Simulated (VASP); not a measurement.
# TiAl3 (I4/mmm) in VASP: further runs

The runs below take TiAl3 through relaxation of shape and atoms at fixed volume, single point, with PBEsol.

Program: VASP 6.6.1. These are calculated values, not measurements. Logs are shortened: lines on timing, memory, paths and dates and some standing lists are left out, and cuts for length are marked.

### 1 The cell of the first run

Symmetry: I4/mmm, No. 139, tetragonal system. The conventional cell has a = 3.659 Å, b = 3.659 Å, c = 8.184 Å, α = 90.00°, β = 90.00°, γ = 90.00°. Ti (site symmetry 4/mmm) has 12 Al at 2.59 to 2.74 Å within 3.4 Å. Within 3.4 Å of Al (site symmetry 4/mmm) lie 4 Ti at 2.59 Å and 8 Al at 2.74 Å. Al (site symmetry -4m2) has 8 Al at 2.59 to 2.74 Å and 4 Ti at 2.74 Å within 3.4 Å.

### 2 Relaxation of shape and atoms at fixed volume, PBEsol (13.70 Å³/atom)

INCAR reads:

```
SYSTEM = TiAl3
ALGO     = Fast           ! electronic algorithm
EDIFF    = 1E-6           ! SCF threshold, eV
EDIFFG   = -0.01          ! ionic threshold
ENCUT    = 600            ! plane-wave cutoff, eV
GGA      = PS             ! functional
IBRION   = 2              ! ionic algorithm
ISIF     = 4              ! what is computed and relaxed
ISMEAR   = 0              ! smearing method
LASPH    = .TRUE.         ! aspherical terms in the spheres
LCHARG   = .FALSE.        ! write CHGCAR
LREAL    = .FALSE.        ! projectors in reciprocal space
LWAVE    = .FALSE.        ! write WAVECAR
NELM     = 100            ! most SCF steps
NSW      = 50             ! ionic steps
PREC     = Accurate       ! precision mode
SIGMA    = 0.1            ! smearing width, eV
```

KPOINTS reads:

```
k-points
0
G
  16 16 16
  0 0 0
```

POSCAR reads:

```
TiAl3
1.0
   -1.8297083322      1.8297083322      4.0917750650
    1.8297083322     -1.8297083322      4.0917750650
    1.8297083322      1.8297083322     -4.0917750650
Ti Al
1 3
Direct
    0.0000000000      0.0000000000      0.0000000000
    0.5000000000      0.5000000000      0.0000000000
    0.7500000000      0.2500000000      0.5000000000
    0.2500000000      0.7500000000      0.5000000000
```

Potentials or basis: VASP PAW PBE potentials, release 64 (Ti_sv, Al).

Launch:

```sh
cat potpaw_PBE.64/Ti_sv/POTCAR potpaw_PBE.64/Al/POTCAR > POTCAR
mpirun -np 1 vasp_std > vasp.out
```

OUTCAR:

```text
SYSTEM = TiAl3
   EDIFF = 1E-6
   EDIFFG = -0.01
   ENCUT = 600
   GGA = PS
   IBRION = 2
   ISIF = 4
   ISMEAR = 0
   LASPH = .TRUE.
   LREAL = .FALSE.
   NELM = 100
   NSW = 50
   PREC = Accurate

 ion  position               nearest neighbor table
   1  0.000  0.000  0.000-   2 2.59   2 2.59   2 2.59   2 2.59   4 2.74   3 2.74   4 2.74   4 2.74
                             3 2.74   3 2.74   4 2.74   3 2.74
   2  0.500  0.500  0.000-   1 2.59   1 2.59   1 2.59   1 2.59   4 2.74   3 2.74   4 2.74   3 2.74
                             4 2.74   4 2.74   3 2.74   3 2.74
   3  0.750  0.250  0.500-   4 2.59   4 2.59   4 2.59   4 2.59   2 2.74   1 2.74   2 2.74   1 2.74
                             2 2.74   2 2.74   1 2.74   1 2.74
   4  0.250  0.750  0.500-   3 2.59   3 2.59   3 2.59   3 2.59   2 2.74   1 2.74   2 2.74   2 2.74
                             1 2.74   1 2.74   2 2.74   1 2.74

  LATTYP: Found a body centered tetragonal cell.
 ALAT       =     3.6594166644
 C/A-ratio  =     2.2362990828

  Lattice vectors:

 A1 = (  -1.8297083322,   1.8297083322,   4.0917750650)
 A2 = (   1.8297083322,  -1.8297083322,   4.0917750650)
 A3 = (   1.8297083322,   1.8297083322,  -4.0917750650)

Analysis of symmetry for initial positions (statically):
=====================================================================
 Subroutine PRICEL returns:
 Original cell was already a primitive cell.

 Routine SETGRP: Setting up the symmetry group for a
 body centered tetragonal supercell.

 Subroutine GETGRP returns: Found 16 space group operations
 (whereof 16 operations were pure point group operations)
 out of a pool of 16 trial point group operations.

The static configuration has the point symmetry D_4h.

Analysis of symmetry for dynamics (positions and initial velocities):
=====================================================================
 Subroutine PRICEL returns:
 Original cell was already a primitive cell.

 Routine SETGRP: Setting up the symmetry group for a
 body centered tetragonal supercell.

 Subroutine GETGRP returns: Found 16 space group operations
 (whereof 16 operations were pure point group operations)
 out of a pool of 16 trial point group operations.

The dynamic configuration has the point symmetry D_4h.

 Subroutine INISYM returns: Found 16 space group operations
 (whereof 16 operations are pure point group operations),
 and found     1 'primitive' translations

----------------------------------------------------------------------------------------

                                     Primitive cell
[... 112 lines left out ...]
   IALGO  =     68    algorithm
   IMIX   =      4    mixing-type and parameters
     AMIX     =   0.40;   BMIX     =  1.00
     AMIX_MAG =   1.60;   BMIX_MAG =  1.00
  volume/ion in A,a.u.               =      13.70        92.44
  Fermi-wavevector in a.u.,A,eV,Ry     =   1.189149  2.247165 19.239648  1.414074
  Thomas-Fermi vector in A             =   2.325262
   LORBIT       =      0    0 simple, 1 ext, 2 COOP (PROOUT), +10 PAW based schemes
   GGA     = PS    functional components
   LHFCALC =     F    Hartree Fock is set to
   AEXX    =    0.0000 exact exchange contribution
   IVDW    =     0    specifies the selected vdW correction
   LEPSILON=     F    determine dielectric tensor
   LRPA    =     F    only Hartree local field effects (RPA)
 conjugate gradient relaxation of ions
 non-spin polarized calculation
 RMM-DIIS sequential band-by-band and
 Gauss-broadening in eV      SIGMA  =   0.10
  energy-cutoff  :      600.00
  volume of cell :       54.79
 maximum number of plane-waves:      1865
   NGX = 19   NGY = 19   NGZ = 19

 number of electron      21.0000000 magnetization

 Free energy of the ion-electron system (eV)
  ---------------------------------------------------
  ext. energy  EPLUGINS =         0.00000000
  ---------------------------------------------------
  free energy    TOTEN  =       -21.84044616 eV

  energy without entropy =      -21.83279235  energy(sigma->0) =      -21.83661926

 E-fermi :   9.6891     XC(G=0): -11.4253

 val. band max:        9.6803916528   @ k =  -0.3750  -0.3750   0.1875
 cond. band min:       9.6944454832   @ k =  -0.1250   0.3750   0.0625
 fundamental gap:      0.0140538303
 Fermi energy:         9.6891461364

 k-point     1 :       0.0000    0.0000    0.0000
  band No.  band energies     occupation
      1     -46.1169      2.00000
      2     -22.5786      2.00000
      3     -22.5786      2.00000
      4     -22.4987      2.00000
      5      -1.1290      2.00000
      6       6.7063      2.00000
      7       6.9059      2.00000
      8       7.9743      2.00000
      9       8.3166      2.00000
     10       8.3166      2.00000
     11      10.6402      0.00000
     12      11.7469      0.00000
     13      11.7469      0.00000
     14      11.9506      0.00000
[... 377 lines left out ...]
      1     -46.1167      2.00000
      2     -22.5806      2.00000
      3     -22.5803      2.00000
      4     -22.4984      2.00000
      5      -1.0386      2.00000
      6       6.7836      2.00000
      7       6.8166      2.00000
      8       7.8992      2.00000
      9       8.0793      2.00000
     10       8.3596      2.00000
     11      10.2330      0.00000
     12      11.8434      0.00000
     13      11.8609      0.00000
     14      11.8938      0.00000

 [... further k-points ...]

------------------------ aborting loop because EDIFF is reached ----------------------------------------

  FORCE on cell =-STRESS in cart. coord.  units (eV):
  Direction    XX          YY          ZZ          XY          YZ          ZX
  --------------------------------------------------------------------------------------
  -------------------------------------------------------------------------------------
  Total        6.3595429      6.3595429      6.3231149      0.0000000      0.0000000      0.0000000
  in kB      185.9520669    185.9520669    184.8869177      0.0000000      0.0000000      0.0000000
  external PRESSURE =     185.5970172 kB  Pullay stress =       0.0000000 kB

 VOLUME and BASIS-vectors are now :
 -----------------------------------------------------------------------------
  energy-cutoff  :      600.00
  volume of cell :       54.79
      direct lattice vectors                 reciprocal lattice vectors
    -1.829708332  1.829708332  4.091775065     0.000000000  0.273267597  0.122196355
     1.829708332 -1.829708332  4.091775065     0.273267597  0.000000000  0.122196355
     1.829708332  1.829708332 -4.091775065     0.273267597  0.273267597  0.000000000

 POSITION                                       TOTAL-FORCE (eV/Angst)
 -----------------------------------------------------------------------------------
      0.00000      0.00000      0.00000        -0.000000      0.000000     -0.000000
      0.00000      0.00000      4.09178        -0.000000      0.000000     -0.000000
      0.00000      1.82971      2.04589        -0.000000      0.000000      0.000000
      1.82971      0.00000      2.04589         0.000000     -0.000000     -0.000000
 -----------------------------------------------------------------------------------
    total drift:                               -0.000000     -0.000000      0.000000

  FREE ENERGIE OF THE ION-ELECTRON SYSTEM (eV)
  ---------------------------------------------------
  free  energy   TOTEN  =       -21.8404461619 eV

  energy  without entropy=      -21.8327923512  energy(sigma->0) =      -21.83661926

 reached required accuracy - stopping structural energy minimisation
```

It took 38 min on 1 thread of Intel Xeon 8259CL, shared host; peak memory 0.52 GiB.

What came out:

```yaml
Free_energy: -21.8404 eV
Pressure_after_relaxing: 18.6 GPa
Band_gap_on_the_k_mesh: zero (an odd number of electrons rules out a gap without spin polarisation)
```

Stress tensor (GPa, compression positive):
```
18.60  0.00  0.00
 0.00 18.60  0.00
 0.00  0.00 18.49
```

Final structure:
```xyz
4
Lattice="-1.8297 1.8297 4.0918 1.8297 -1.8297 4.0918 1.8297 1.8297 -4.0918" Properties=species:S:1:pos:R:3 pbc="T T T"
Ti    0.0000    0.0000    0.0000
Al    0.0000    0.0000    4.0918
Al    0.0000    1.8297    2.0459
Al    1.8297    0.0000    2.0459
```

Caveat: the relaxation stopped at its first step, so nothing moved; the PAW data sets were made with another functional, which shifts forces and pressure a little.

### 3 Single point, PBEsol

This run uses another cell than the first one: it holds 8 atoms, not 4.

INCAR reads:

```
PREC = Accurate
ENCUT = 520
EDIFF = 1E-7
ISMEAR = 0
SIGMA = 0.15
LREAL = False
LASPH = True
NELM = 80
ALGO = Fast
ISIF = 2
LWAVE = False
LCHARG = False
GGA = PS
NBANDS = 31
```

KPOINTS reads:

```
Automatic mesh
0
Gamma
  10 10 4
```

POSCAR reads:

```
TiAl3
1.0
    0.0000000000     -3.8155481468      0.0000000000
   -3.8155481468      0.0000000000      0.0000000000
    0.0000000000      0.0000000000     -8.5539936145
Ti Al
2 6
Direct
    0.0000000000      0.0000000000      0.0000000000
    0.5000000000      0.5000000000      0.5000000000
    0.5000000000      0.5000000000      0.0000000000
    1.0000000000      1.0000000000      0.5000000000
    0.0000000000      0.5000000000      0.2500000000
    0.5000000000      0.0000000000      0.7500000000
    0.5000000000      0.0000000000      0.2500000000
    0.0000000000      0.5000000000      0.7500000000
```

Potentials or basis: VASP PAW PBE potentials, release 64 (Ti_sv, Al).

Launch:

```sh
cat potpaw_PBE.64/Ti_sv/POTCAR potpaw_PBE.64/Al/POTCAR > POTCAR
mpirun -np 1 vasp_std > vasp.out
```

Run time: 6.9 min. Hardware: 1 thread of Intel Xeon 6975P-C (Granite Rapids), shared host; peak memory 0.34 GiB.

The run converged. Its results:

| Item | Value |
| --- | --- |
| Free energy | -44.4751 eV |
| Pressure | 0.1 GPa |
| Band gap on the k mesh | zero (bands 21 and 22 overlap by 2.17 eV) |

Levels at points of the mesh, in eV from the Fermi level:
```tsv
k point	band 18	band 19	band 20	band 21	band 22	band 23	band 24	band 25
(0.00, 0.00, 0.00)	-0.90	-0.90	-0.24	0.71	0.71	0.85	0.97	1.77
(0.50, 0.00, 0.00)	-1.04	-1.00	-1.00	0.25	0.25	1.82	1.82	2.42
(0.50, 0.50, 0.00)	-2.70	-2.21	-2.21	-1.00	-1.00	1.79	1.79	1.96
(0.00, 0.00, 0.50)	-1.09	-0.23	-0.23	0.91	0.91	1.21	1.21	1.21
(0.50, 0.00, 0.50)	-1.06	-0.27	-0.27	0.51	0.51	1.82	1.82	2.11
(0.50, 0.50, 0.50)	-1.83	-1.83	-1.83	-1.16	-1.16	0.86	0.86	1.79
```

Caveat: the PAW data sets were made with another functional, which shifts forces and pressure a little.

### 4 Single point, PBEsol

This run uses another cell than the first one: it holds 8 atoms, not 4.

INCAR reads:

```
  PREC = Accurate
  ENCUT = 520
  EDIFF = 1E-7
  ISMEAR = 0
  SIGMA = 0.15
  LREAL = F
  LASPH = T
  NELM = 80
  ALGO = Fast
  ISIF = 2
  LWAVE = F
  LCHARG = T
  GGA = PS
  LELF = T
  LVHAR = T
  NBANDS = 31
```

KPOINTS reads:

```
Automatic mesh
0
Gamma
  8 8 6
```

POSCAR reads:

```
TiAl3
1.0
    1.9077740734     -1.9077740734     -4.2769968073
    1.9077740734     -1.9077740734      4.2769968073
   -3.8155481468     -3.8155481468      0.0000000000
Ti Al
2 6
Direct
    0.5000000000      0.5000000000      0.5000000000
    0.0000000000      0.0000000000      1.0000000000
    0.0000000000      0.0000000000      0.5000000000
    0.5000000000      0.5000000000      1.0000000000
    0.0000000000      0.5000000000      0.2500000000
    0.5000000000      0.0000000000      0.7500000000
    0.5000000000      0.0000000000      0.2500000000
    0.0000000000      0.5000000000      0.7500000000
```

Launch:

```sh
cat potpaw_PBE.64/Ti_sv/POTCAR potpaw_PBE.64/Al/POTCAR > POTCAR
mpirun -np 1 vasp_std > vasp.out
```

Run time: 12 min. Hardware: 1 thread of Intel Xeon 6975P-C (Granite Rapids), shared host; peak memory 0.44 GiB.

It converged, with:

* Free energy: -44.4842 eV
* Pressure: 0.1 GPa
* Band gap on the k mesh: zero (bands 21 and 22 overlap by 1.73 eV)

Stress tensor (GPa, compression positive):
```
 0.16 -0.04  0.00
-0.04  0.16  0.00
 0.00  0.00 -0.02
```

Levels at points of the mesh, in eV from the Fermi level:
```csv
k point,band 18,band 19,band 20,band 21,band 22,band 23,band 24,band 25
"(0.00, 0.00, 0.00)",-1.44,-1.24,-1.23,-1.01,0.84,1.76,1.77,1.78
"(0.50, 0.00, 0.00)",-1.26,-0.93,-0.93,-0.26,-0.26,1.66,1.66,1.71
"(0.50, 0.50, 0.00)",-1.00,-0.91,-0.91,-0.25,0.70,0.70,0.96,1.78
"(0.00, 0.00, 0.50)",-2.25,-1.57,-1.57,-1.22,-1.22,1.97,1.97,2.03
"(0.50, 0.00, 0.50)",-1.06,-0.28,-0.28,0.50,0.50,1.82,1.82,2.11
"(0.50, 0.50, 0.50)",-0.27,-0.27,-0.27,0.30,0.30,1.01,1.01,1.71
```

Caveat: the PAW data sets were made with another functional, which shifts forces and pressure a little.

### 5 The runs side by side

```tsv
task	cell	k mesh	cutoff (eV)	smearing	gap on the mesh (eV)	pressure (GPa)
relaxation of shape and atoms at fixed volume	relaxed from a = 4.841 Å, angles 135.6, 135.6, 64.6°, 4 atoms, atomic positions A	16 × 16 × 16	600	gaussian 0.1 eV	none	18.6
single point	a = 3.816, b = 3.816, c = 8.554 Å, 8 atoms, atomic positions B	10 × 10 × 4	520	gaussian 0.15 eV	none	0.1
single point	a = 5.057, b = 5.057, c = 5.396 Å, angles 90.0, 90.0, 115.5°, 8 atoms, atomic positions B	8 × 8 × 6	520	gaussian 0.15 eV	none	0.1
```

Alike in all rows: level PBEsol; potentials or basis VASP PAW PBE potentials, release 64 (Ti_sv, Al); no spin polarisation.

Caveats: the PAW data sets were made with another functional, which shifts forces and pressure a little; the relaxation stopped at its first step, so nothing moved (at least some runs).

Total energies depend on the potentials used, so only differences within one code and one set of settings carry meaning.
